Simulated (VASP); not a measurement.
# Sr (Fm-3m) in VASP: notebook

The runs below take Sr through relaxation of cell and atoms, with LDA.

Everything below comes from runs of VASP 6.6.1. Logs are shortened: lines on timing, memory, paths and dates and some standing lists are left out, and cuts for length are marked.

## Step 1: The cell of the first run

Symmetry: Fm-3m, No. 225, cubic system. The conventional cell has a = 4.584 Å, b = 4.584 Å, c = 4.584 Å, α = 90.00°, β = 90.00°, γ = 90.00°. Within 4.3 Å of Sr (site symmetry m-3m) lie 12 Sr at 3.24 Å.

## Step 2: Relaxation of cell and atoms, LDA, target pressure 25 GPa, at which the enthalpy is minimised

The input, INCAR:

```
  ALGO = Normal
  EDIFF = 1E-6
  EDIFFG = -0.005
  ENCUT = 600
  IBRION = 2
  ISIF = 3
  ISMEAR = -1
  LASPH = T
  LCHARG = F
  LREAL = F
  LWAVE = F
  NELM = 60
  NSW = 60
  PREC = Accurate
  PSTRESS = 250.0
  SIGMA = 0.05
```

The input, KPOINTS:

```
k-points
0
Gamma
  14 14 14
```

The input, POSCAR:

```
Sr
1.0
    0.0000000000      2.2918305101      2.2918305101
    2.2918305101      0.0000000000      2.2918305101
    2.2918305101      2.2918305101      0.0000000000
Sr
1
Direct
    0.0000000000      0.0000000000      0.0000000000
```

Potentials or basis: VASP PAW LDA potentials, release 64 (Sr_sv).

Started as:

```
cat potpaw_LDA.64/Sr_sv/POTCAR > POTCAR
mpirun -np 1 vasp_std > vasp.out
```

OUTCAR:

```text
EDIFF = 1E-6
   EDIFFG = -0.005
   ENCUT = 600
   IBRION = 2
   ISIF = 3
   ISMEAR = -1
   LASPH = T
   LREAL = F
   NELM = 60
   NSW = 60
   PREC = Accurate
   PSTRESS = 250.0

 ion  position               nearest neighbor table
   1  0.000  0.000  0.000-

  LATTYP: Found a face centered cubic cell.
 ALAT       =     4.5836610202

  Lattice vectors:

 A1 = (   0.0000000000,   2.2918305101,   2.2918305101)
 A2 = (   2.2918305101,   0.0000000000,   2.2918305101)
 A3 = (   2.2918305101,   2.2918305101,   0.0000000000)

Analysis of symmetry for initial positions (statically):
=====================================================================
 Subroutine PRICEL returns:
 Original cell was already a primitive cell.

 Routine SETGRP: Setting up the symmetry group for a
 face centered cubic supercell.

 Subroutine GETGRP returns: Found 48 space group operations
 (whereof 48 operations were pure point group operations)
 out of a pool of 48 trial point group operations.

The static configuration has the point symmetry O_h .

Analysis of symmetry for dynamics (positions and initial velocities):
=====================================================================
 Subroutine PRICEL returns:
 Original cell was already a primitive cell.

 Routine SETGRP: Setting up the symmetry group for a
 face centered cubic supercell.

 Subroutine GETGRP returns: Found 48 space group operations
 (whereof 48 operations were pure point group operations)
 out of a pool of 48 trial point group operations.

The dynamic configuration has the point symmetry O_h .

 Subroutine INISYM returns: Found 48 space group operations
 (whereof 48 operations are pure point group operations),
 and found     1 'primitive' translations

----------------------------------------------------------------------------------------

                                     Primitive cell

  volume of cell :      24.0756

  direct lattice vectors                    reciprocal lattice vectors
     0.000000000  2.291830510  2.291830510    -0.218166220  0.218166220  0.218166220
     2.291830510  0.000000000  2.291830510     0.218166220 -0.218166220  0.218166220
     2.291830510  2.291830510  0.000000000     0.218166220  0.218166220 -0.218166220

  length of vectors
     3.241137790  3.241137790  3.241137790     0.377874978  0.377874978  0.377874978

  position of ions in fractional coordinates (direct lattice)
     0.000000000  0.000000000  0.000000000

  ion indices of the primitive-cell ions
   primitive index   ion index
                 1           1

----------------------------------------------------------------------------------------

 KPOINTS: k-points

Automatic generation of k-mesh.
 Grid dimensions read from file:
 generate k-points for:   14   14   14

 Generating k-lattice:

  Cartesian coordinates                     Fractional coordinates (reciprocal lattice)
    -0.015583301  0.015583301  0.015583301     0.071428571  0.000000000  0.000000000
     0.015583301 -0.015583301  0.015583301     0.000000000  0.071428571  0.000000000
     0.015583301  0.015583301 -0.015583301     0.000000000  0.000000000  0.071428571

  Length of vectors
     0.026991070  0.026991070  0.026991070

  Shift w.r.t. Gamma in fractional coordinates (k-lattice)
     0.000000000  0.000000000  0.000000000

 Subroutine IBZKPT returns following result:
 ===========================================

 Found    104 irreducible k-points:

 Following reciprocal coordinates:
            Coordinates               Weight
  0.000000  0.000000  0.000000      1.000000
  0.071429  0.000000  0.000000      8.000000
  0.142857  0.000000  0.000000      8.000000
  0.214286  0.000000  0.000000      8.000000
  0.285714  0.000000  0.000000      8.000000
  0.357143  0.000000  0.000000      8.000000
[... 16 lines left out ...]
  0.214286  0.142857  0.000000     24.000000
  0.285714  0.142857  0.000000     24.000000
 [... further k-points ...]
   k-points           NKPTS =    104   k-points in BZ     NKDIM =    104   number of bands    NBANDS=      9
   number of dos      NEDOS =    301   number of ions     NIONS =      1
   total plane-waves  NPLWV =  21952
   dimension x,y,z NGX =    28 NGY =   28 NGZ =   28
   dimension x,y,z NGXF=    56 NGYF=   56 NGZF=   56
   ions per type =               1
   NGX,Y,Z   is equivalent  to a cutoff of  14.36, 14.36, 14.36 a.u.
   NGXF,Y,Z  is equivalent  to a cutoff of  28.72, 28.72, 28.72 a.u.
 SYSTEM =  unknown system
   PREC   = accura    normal or accurate (medium, high low for compatibility)
   ISTART =      0    job   : 0-new  1-cont  2-samecut
   ICHARG =      2    charge: 1-file 2-atom 10-const
   ISPIN  =      1    spin polarized calculation?
   LNONCOLLINEAR =      F non collinear calculations
   LSORBIT =      F    spin-orbit coupling
   LASPH  =      T    aspherical Exc in radial PAW
   ENCUT  =  600.0 eV  44.10 Ry    6.64 a.u.   6.47  6.47  6.47*2*pi/ulx,y,z
   NELM   =     60;   NELMIN=  2; NELMDL= -5     # of ELM steps
   EDIFF  = 0.1E-05   stopping-criterion for ELM
   LREAL  =      F    real-space projection
   EDIFFG = -.5E-02   stopping-criterion for IOM
   NSW    =     60    number of steps for IOM
   IBRION =      2    ionic relax: 0-MD 1-quasi-New 2-CG
   NFREE  =      1    steps in history (QN), initial steepest desc. (CG)
   ISIF   =      3    stress and relaxation
   ISYM   =      2    0-nonsym 1-usesym 2-fastsym
   POTIM  = 0.5000    time-step for ionic-motion
   TEBEG  =    0.0;   TEEND  =   0.0 temperature during run
   PSTRESS=  250.0 pullay stress
   NELECT =      10.0000    total number of electrons
   NUPDOWN=      -1.0000    fix difference up-down
   EMIN   =  10.00;   EMAX   =-10.00  energy-range for DOS
   EFERMI =   0.00;   METHOD = LEGACY
   ISMEAR =    -1;   SIGMA  =   0.05  broadening in eV -4-tet -1-fermi 0-gaus
   EFERMI_NEDOS =   21; number of points for ismear=-14 and -15
   IALGO  =     38    algorithm
   IMIX   =      4    mixing-type and parameters
     AMIX     =   0.40;   BMIX     =  1.00
     AMIX_MAG =   1.60;   BMIX_MAG =  1.00
  volume/ion in A,a.u.               =      24.08       162.47
  Fermi-wavevector in a.u.,A,eV,Ry     =   1.221469  2.308241 20.299698  1.491986
  Thomas-Fermi vector in A             =   2.356650
   LORBIT       =      0    0 simple, 1 ext, 2 COOP (PROOUT), +10 PAW based schemes
   GGA     = CA    functional components
   LHFCALC =     F    Hartree Fock is set to
   AEXX    =    0.0000 exact exchange contribution
   IVDW    =     0    specifies the selected vdW correction
   LEPSILON=     F    determine dielectric tensor
   LRPA    =     F    only Hartree local field effects (RPA)
 conjugate gradient relaxation of ions
 non-spin polarized calculation
  energy-cutoff  :      600.00
  volume of cell :       24.08
 maximum number of plane-waves:       822
 NGX is ok and might be reduce to    28
   NGX = 13   NGY = 13   NGZ = 13

--------------------------------------- Ionic step        1  -------------------------------------------

 number of electron      10.0000000 magnetization

 Free energy of the ion-electron system (eV)
  ---------------------------------------------------
  ext. energy  EPLUGINS =         0.00000000
  ---------------------------------------------------
  free energy    TOTEN  =        -0.63821628 eV

  energy without entropy =       -0.62961219  energy(sigma->0) =       -0.63391424

------------------------ aborting loop because EDIFF is reached ----------------------------------------

  FORCE on cell =-STRESS in cart. coord.  units (eV):
  Direction    XX          YY          ZZ          XY          YZ          ZX
  --------------------------------------------------------------------------------------
  -------------------------------------------------------------------------------------
  Total        3.7935719      3.7935719      3.7935719      0.0000000     -0.0000000      0.0000000
  in kB      252.4535086    252.4535086    252.4535086      0.0000000     -0.0000000      0.0000000
  external PRESSURE =       2.4535086 kB  Pullay stress =     250.0000000 kB
[... 59 lines left out ...]
  enthalpy is  TOTEN    =         3.1184312879 eV   P V=        3.7767844692

--------------------------------------- Ionic step        3  -------------------------------------------

 number of electron      10.0000000 magnetization

 Free energy of the ion-electron system (eV)
  ---------------------------------------------------
  ext. energy  EPLUGINS =         0.00000000
  ---------------------------------------------------
  free energy    TOTEN  =        -0.65223307 eV

  energy without entropy =       -0.64356544  energy(sigma->0) =       -0.64789925

 E-fermi :   5.0813     XC(G=0): -10.6354

 val. band max:        5.0704707817   @ k =  -0.3571   0.2857   0.0714
 cond. band min:       5.1069667943   @ k =  -0.3571   0.5000   0.1429
 fundamental gap:      0.0364960126
 Fermi energy:         5.0813291179

 k-point     1 :       0.0000    0.0000    0.0000
  band No.  band energies     occupation
      1     -30.3955      2.00000
      2     -11.3189      2.00000
      3     -11.3189      2.00000
      4     -11.3189      2.00000
      5       1.2644      2.00000
      6       8.3047      0.00000
      7       8.3047      0.00000
      8       8.3047      0.00000
      9      11.7322      0.00000
[... 265 lines left out ...]
 k-point    24 :       0.2857    0.1429    0.0000
  band No.  band energies     occupation
      1     -30.1477      2.00000
      2     -12.5848      2.00000
      3     -11.6342      2.00000
      4     -11.6161      2.00000
      5       3.5782      2.00000
      6       6.3346      0.00000
      7       8.1533      0.00000
      8       9.3882      0.00000
      9      10.6987      0.00000

 [... further k-points ...]
[... 5 lines left out ...]
  --------------------------------------------------------------------------------------
  -------------------------------------------------------------------------------------
  Total        3.7712734      3.7712734      3.7712734     -0.0000000      0.0000000     -0.0000000
  in kB      250.0412931    250.0412931    250.0412931     -0.0000000      0.0000000     -0.0000000
  external PRESSURE =       0.0412931 kB  Pullay stress =     250.0000000 kB
[... 16 lines left out ...]
  FREE ENERGIE OF THE ION-ELECTRON SYSTEM (eV)
  ---------------------------------------------------
  free  energy   TOTEN  =        -0.6522330651 eV

  energy  without entropy=       -0.6435654382  energy(sigma->0) =       -0.64789925

  enthalpy is  TOTEN    =         3.1184175092 eV   P V=        3.7706505743

 reached required accuracy - stopping structural energy minimisation
```

Wall time 31 s (1 thread of Intel Xeon Platinum 8488C (Sapphire Rapids), shared host); peak memory 0.16 GiB.

What came out:

- Free energy: -0.6522 eV
- Relaxed volume: 24.17 Å³/atom
- Relaxed cell: a = 3.245 Å, b = 3.245 Å, c = 3.245 Å, α = 60.00°, β = 60.00°, γ = 60.00°
- Space group after relaxing (to 0.05 Å): Fm-3m (No. 225)
- Energy change on relaxing (the enthalpy is what falls): -14.0 meV/atom
- Ionic steps: 3
- Pressure after relaxing: 25.0 GPa
- Band gap on the k mesh: zero (band 5 reaches 5.55 eV, above the bottom of band 6 at 4.16 eV)

Step by step:
| step | energy change (eV) | largest force (eV/Å) | pressure (GPa) | volume (Å³) |
| --- | --- | --- | --- | --- |
| 1 | 0.0000 | 0.0000 | 25.25 | 24.08 |
| 2 | -0.0201 | 0.0000 | 24.87 | 24.20 |
| 3 | -0.0140 | 0.0000 | 25.00 | 24.17 |

Final structure:
```
CELL_PARAMETERS angstrom
0.00000 2.29466 2.29466
2.29466 0.00000 2.29466
2.29466 2.29466 0.00000
ATOMIC_POSITIONS crystal
Sr 0.00000 0.00000 0.00000
```

Caveat: the cell is relaxed towards a set pressure, so the enthalpy falls and the energy may rise.

## Step 3: Relaxation of cell and atoms, LDA, target pressure 25 GPa, at which the enthalpy is minimised

The input, INCAR:

```
SYSTEM = Sr
ALGO = Normal
EDIFF = 1E-6
EDIFFG = -0.005
ENCUT = 600
IBRION = 2
ISIF = 3
ISMEAR = -1
LASPH = .True.
LCHARG = .False.
LREAL = .False.
LWAVE = .False.
NELM = 100
NSW = 32
PREC = Accurate
PSTRESS = 250.0
SIGMA = 0.05
```

The input, KPOINTS:

```
k-points
0
Gamma
  14 14 14
  0 0 0
```

The input, POSCAR:

```
Sr
1.0
    0.0000000000      2.2906862456      2.2906862456
    2.2906862456      0.0000000000      2.2906862456
    2.2906862456      2.2906862456      0.0000000000
Sr
1
Direct
    0.0000000000      0.0000000000      0.0000000000
```

Potentials or basis: VASP PAW LDA potentials, release 64 (Sr_sv).

Started as:

```
cat potpaw_LDA.64/Sr_sv/POTCAR > POTCAR
mpirun -np 1 vasp_std > vasp.out
```

Wall time 31 s (1 thread of Intel Xeon Platinum 8488C (Sapphire Rapids), shared host); peak memory 0.16 GiB.

Results (log left out):

```yaml
Free_energy: -0.6522 eV
Relaxed_volume: 24.16 Å³/atom
Relaxed_cell: a = 3.245 Å, b = 3.245 Å, c = 3.245 Å, α = 60.00°, β = 60.00°, γ = 60.00°
Space_group_after_relaxing_to_0.05_Å: Fm-3m (No. 225)
Energy_change_on_relaxing_the_enthalpy_is_what_falls: -19.7 meV/atom
Ionic_steps: 3
Pressure_after_relaxing: 25.0 GPa
Band_gap_on_the_k_mesh: zero (band 5 reaches 5.55 eV, above the bottom of band 6 at 4.16 eV)
```

Step by step:
| step | energy change (eV) | largest force (eV/Å) | pressure (GPa) | volume (Å³) |
| --- | --- | --- | --- | --- |
| 1 | 0.0000 | 0.0000 | 25.35 | 24.04 |
| 2 | -0.0286 | 0.0000 | 24.82 | 24.22 |
| 3 | -0.0197 | 0.0000 | 25.01 | 24.16 |

Final structure:
```
CELL_PARAMETERS angstrom
0.00000 2.29466 2.29466
2.29466 0.00000 2.29466
2.29466 2.29466 0.00000
ATOMIC_POSITIONS crystal
Sr 0.00000 0.00000 0.00000
```

Levels at points of the mesh, in eV from the Fermi level:
```tsv
k point	band 3	band 4	band 5	band 6	band 7	band 8
(0.00, 0.00, 0.00)	-16.40	-16.40	-3.82	3.22	3.22	3.22
(0.50, 0.00, 0.00)	-16.68	-16.68	-1.52	2.84	2.84	3.55
(0.50, 0.50, 0.00)	-17.22	-17.22	-2.07	-0.92	5.81	9.35
```

Caveat: the cell is relaxed towards a set pressure, so the enthalpy falls and the energy may rise.
